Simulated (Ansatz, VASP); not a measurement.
## One calculation of LiF, two programs

Contents of INCAR:

```
SYSTEM = LiF
PREC = Accurate
ENCUT = 520
EDIFF = 1E-6
ISMEAR = 0
SIGMA = 0.05
LREAL = .False.
LASPH = .True.
NELM = 60
ALGO = Normal
ISIF = 2
LWAVE = .False.
LCHARG = .True.
GGA = CA
LELF = .True.
LVHAR = .True.
NBANDS = 18
```

Contents of KPOINTS:

```
Automatic mesh
0
Gamma
  9 9 6
  0 0 0
```

Contents of POSCAR:

```
LiF
1.0
    2.9403345272      0.0000000000      0.0000000000
   -1.4701672636      2.5464043962      0.0000000000
    0.0000000000      0.0000000000      4.6313209138
Li F
2 2
Direct
    0.3333333333      0.6666666667      0.3839784076
    0.6666666667      0.3333333333      0.8839784076
    0.3333333333      0.6666666667      0.9910195924
    0.6666666667      0.3333333333      0.4910195924
```

Input for Ansatz:

```yaml
crystal:
  lattice:
    - [2.9403345272, 0.0, 0.0]
    - [-1.4701672636, 2.5464043962, 0.0]
    - [0.0, 0.0, 4.6313209138]
  atoms:
    - { symbol: Li, position: [0.3333333333, 0.6666666667, 0.3839784076] }
    - { symbol: Li, position: [0.6666666667, 0.3333333333, 0.8839784076] }
    - { symbol: F, position: [0.3333333333, 0.6666666667, 0.9910195924] }
    - { symbol: F, position: [0.6666666667, 0.3333333333, 0.4910195924] }
basis:
  ecutwfc: 520.0
kpoints:
  mp_grid: { grid: [9, 9, 6] }
hamiltonian:
  xc: lda
scf:
  occupations: { method: gaussian, width: 0.05 }
output:
  forces: true
  stress: true
  eigenvalues: true
```

Alike in both runs: task single point; functional LDA; k mesh 9 × 9 × 6; occupations gaussian, width 0.05 eV; no spin polarisation.

|  | VASP | Ansatz |
| --- | --- | --- |
| version | VASP 6.6.1 | Ansatz 0.2.0 |
| potentials or method | VASP PAW LDA potentials, release 64 (Li_sv, F), cutoff 520 eV | scalar-relativistic, plane waves, PAW |
| valence electrons in the cell | 20 | 20 |

|  | VASP | Ansatz | Ansatz less VASP |
| --- | --- | --- | --- |
| gap on the k mesh at the Fermi level (eV) | 8.23 | 8.25 | +0.017 |
| least direct gap on the mesh (eV) | 8.23 | 8.25 | +0.017 |
| rms of the force components (eV/Å) | 0.069 | 0.070 | +0.0002 |

LDA's correlation is that of Perdew and Zunger in VASP and of Perdew and Wang (1992) in Ansatz. Atom by atom the forces differ by 0.000 eV/Å (rms over components).

Noted on VASP's run: the cutoff is short for stress, so the pressure is rough.
